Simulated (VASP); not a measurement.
Crystal: MgS.

```xyz
2
Lattice="0.0401 2.6015 2.6015 2.6015 0.0401 2.6015 2.6015 2.6015 0.0401" Properties=species:S:1:pos:R:3 pbc="T T T"
Mg    0.0000    0.0000    0.0000
S     2.6215    2.6215    2.6215
```

This cell differs from its parent crystal: epitaxial 111 strain -1.5%.

Base run:

* Program: VASP 6.6.1
* Functional: r2SCAN
* Potentials or basis: VASP PAW PBE potentials, release 64 (Mg, S)
* Cutoff: 520 eV
* k mesh: 8 × 8 × 8
* Occupations: gaussian, width 0.01 eV
* Spin: no spin polarisation

Its results: band gap on the k mesh 3.40 eV (least direct gap 4.72 eV); pressure 1.6 GPa.

Question: The run is repeated on the same cell with these changes: functional from r2SCAN to PBE; occupations from gaussian, width 0.01 eV to fermi-dirac, width 0.02 eV. What comes out?

Answer: Band gap on the k mesh 2.74 eV (least direct gap 3.81 eV); pressure 2.8 GPa.

Caveats: the PAW data sets were made with another functional, which shifts forces and pressure a little (at least some runs).

A k mesh can miss the band edges.
